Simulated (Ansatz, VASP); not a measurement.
SiC: VASP beside Ansatz

Contents of INCAR:

```
SYSTEM = SiC
ALGO     = Normal         ! electronic algorithm
EDIFF    = 1E-6           ! SCF threshold, eV
ENCUT    = 600            ! plane-wave cutoff, eV
GGA      = PE             ! functional
GGA_COMPAT= .False.      
ISIF     = 2              ! what is computed and relaxed
ISMEAR   = 0              ! smearing method
ISPIN    = 2              ! spin polarisation
LASPH    = .True.         ! aspherical terms in the spheres
LCHARG   = .True.         ! write CHGCAR
LELF     = .True.         ! ELF
LORBIT   = 11             ! projections on sites
LREAL    = .False.        ! projectors in reciprocal space
LVHAR    = .True.       
LWAVE    = .False.        ! write WAVECAR
MAGMOM   = 0 1            ! initial moments
NBANDS   = 15             ! bands
NELM     = 200            ! most SCF steps
PREC     = Accurate       ! precision mode
SIGMA    = 0.1            ! smearing width, eV
```

Contents of KPOINTS:

```
k-points
0
Gamma
  6 6 4
  0 0 0
```

Contents of POSCAR:

```
SiC
1.0
    2.7318300300      0.0000000000      0.0000000000
   -1.3659150100      2.3658342000      0.0000000000
    0.0000000000      0.0000000000      4.3338860400
Si C
1 1
Direct
    0.6666666700      0.3333333300      0.5000000000
    0.3333333300      0.6666666700      0.0000000000
```

Input for Ansatz:

```yaml
crystal:
  lattice:
    - [2.73183003, 0.0, 0.0]
    - [-1.36591501, 2.3658342, 0.0]
    - [0.0, 0.0, 4.33388604]
  atoms:
    - { symbol: Si, position: [0.66666667, 0.33333333, 0.5] }
    - { symbol: C, position: [0.33333333, 0.66666667, 0.0], spin: 1.0 }
basis:
  ecutwfc: 420
kpoints:
  mp_grid: { grid: [6, 6, 4] }
hamiltonian:
  xc: pbe
scf:
  occupations: { method: gaussian, width: 0.1 }
  lower_state_search: "off"
output:
  forces: true
  stress: true
  eigenvalues: true
  populations: true
magnetization:
  spin_polarized: true
```

Alike in both runs: task single point; functional PBE; k mesh 6 × 6 × 4; occupations gaussian, width 0.1 eV; collinear spin.

```csv
,VASP,Ansatz
version,VASP 6.6.1,Ansatz 0.2.0
potentials or method,"VASP PAW PBE potentials, release 64 (Si, C), cutoff 600 eV","scalar-relativistic, plane waves, PAW"
valence electrons in the cell,8,8
```

VASP gave:

| Item | Value |
| --- | --- |
| gap on the k mesh at the Fermi level (eV) | none |
| pressure (GPa) | -21.1 |
| traceless stress, the component that is largest in VASP (GPa) | -11.75 |
| net moment per atom (μB) | 0.00 |

Q: Which values does Ansatz return?

A: gap on the k mesh at the Fermi level (eV): none; pressure (GPa): -21.0; traceless stress, the component that is largest in VASP (GPa): -11.77; net moment per atom (μB): 0.00.

A gap of «none» marks a metal or a gap that the smearing closes. With one functional, cell and mesh, what is left measures potentials, basis and numerics. Ansatz's warnings: filled band counts differ across k points, seeded moment not kept.

The k mesh is coarse, so the values compare programs but aren't converged.
